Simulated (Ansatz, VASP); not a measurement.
## LiH: VASP beside Ansatz

INCAR

```
SYSTEM = LiH
PREC     = Accurate       ! precision mode
ENCUT    = 520            ! plane-wave cutoff, eV
EDIFF    = 1E-6           ! SCF threshold, eV
ISMEAR   = 0              ! smearing method
SIGMA    = 0.01           ! smearing width, eV
LREAL    = .False.        ! projectors in reciprocal space
LASPH    = .True.         ! aspherical terms in the spheres
NELM     = 60             ! most SCF steps
ALGO     = Normal         ! electronic algorithm
ISIF     = 2              ! what is computed and relaxed
LWAVE    = .False.        ! write WAVECAR
LCHARG   = .True.         ! write CHGCAR
GGA      = PS             ! functional
LELF     = .True.         ! ELF
LVHAR    = .True.       
NBANDS   = 9              ! bands
```

Contents of KPOINTS:

```
Automatic mesh
0
Gamma
  8 8 8
  0 0 0
```

Contents of POSCAR:

```
LiH
1.0
    0.0000000000      1.9984726927      1.9984726927
    1.9984726927      0.0000000000      1.9984726927
    1.9984726927      1.9984726927      0.0000000000
Li H
1 1
Direct
    0.0000000000      0.0000000000      0.0000000000
    0.5000000000      0.5000000000      0.5000000000
```

Input for Ansatz:

```yaml
crystal:
  lattice:
    - [0.0, 1.9984726927, 1.9984726927]
    - [1.9984726927, 0.0, 1.9984726927]
    - [1.9984726927, 1.9984726927, 0.0]
  atoms:
    - { symbol: Li, position: [0.0, 0.0, 0.0] }
    - { symbol: H, position: [0.5, 0.5, 0.5] }
kpoints:
  mp_grid: { grid: [8, 8, 8] }
hamiltonian:
  xc: pbesol
scf:
  occupations: { method: fixed }
  n_extra_bands: 4
output:
  forces: true
  stress: true
  eigenvalues: true
```

Alike in both runs: task single point; functional PBEsol; k mesh 8 × 8 × 8; no spin polarisation.

|  | VASP | Ansatz |
| --- | --- | --- |
| version | VASP 6.6.1 | Ansatz 0.2.0 |
| potentials or method | VASP PAW PBE potentials, release 64 (Li_sv, H) | plane waves |
| plane-wave cutoff (eV) | 520 | 420 |
| occupations | gaussian, width 0.01 eV | fixed |
| valence electrons in the cell | 4 | 4 |

```tsv
	VASP	Ansatz	Ansatz less VASP
gap on the k mesh at the Fermi level (eV)	2.74	2.74	0.000
```

VASP's potentials were made for PBE, not for PBEsol.

Noted on VASP's run: the cutoff is short for stress, so the pressure is rough.
